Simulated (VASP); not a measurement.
A run of VASP 6.6.1 is set up as follows.

File INCAR:

```
SYSTEM = Al
PREC     = Accurate       ! precision mode
ENCUT    = 500            ! plane-wave cutoff, eV
EDIFF    = 1E-7           ! SCF threshold, eV
ISMEAR   = 1              ! smearing method
SIGMA    = 0.1            ! smearing width, eV
LREAL    = .False.        ! projectors in reciprocal space
LASPH    = .True.         ! aspherical terms in the spheres
NELM     = 120            ! most SCF steps
ALGO     = Normal         ! electronic algorithm
ISIF     = 3              ! what is computed and relaxed
LWAVE    = .False.        ! write WAVECAR
LCHARG   = .False.        ! write CHGCAR
GGA      = PS             ! functional
IBRION   = 2              ! ionic algorithm
NSW      = 80             ! ionic steps
EDIFFG   = -0.03          ! ionic threshold
GGA_COMPAT= .False.      
NELMIN   = 4
```

KPOINTS

```
Automatic mesh
0
Gamma
  10 10 3
  0 0 0
```

File POSCAR:

```
Al
1.0
    2.8270770000      0.0000000000      0.0000000000
   -1.4135385000      2.4483205005      0.0000000000
    0.0000000000      0.0000000000      9.1859930000
Al
4
Direct
    0.0000000000      0.0000000000      0.0000000000
    0.3333333333      0.6666666667      0.2500000000
    0.0000000000      0.0000000000      0.5000000000
    0.6666666667      0.3333333333      0.7500000000
```

Potentials or basis: VASP PAW PBE potentials, release 64 (Al).

Run with:

```sh
$ cat potpaw_PBE.64/Al/POTCAR > POTCAR
$ mpirun -np 1 vasp_std > vasp.out
```

Q: Predict the relaxed cell.

A: a = 2.837 Å, b = 2.837 Å, c = 9.316 Å, α = 90.00°, β = 90.00°, γ = 120.00°.

Q: What does it give for the band gap on the k mesh?

A: Zero (band 6 reaches 11.97 eV, above the bottom of band 7 at 6.76 eV).

Q: Estimate the relaxed volume.

A: 16.23 Å³/atom.

Q: Estimate the space group after relaxing (to 0.05 Å).

A: P6_3/mmc (No. 194).

The path:
```tsv
step	energy change (eV)	largest force (eV/Å)	pressure (GPa)	volume (Å³)
1	0.0000	0.0000	1.81	63.58
2	-0.0107	0.0000	-0.40	65.25
3	-0.0112	0.0000	-0.02	64.94
```

Caveat: the PAW data sets were made with another functional, which shifts forces and pressure a little.
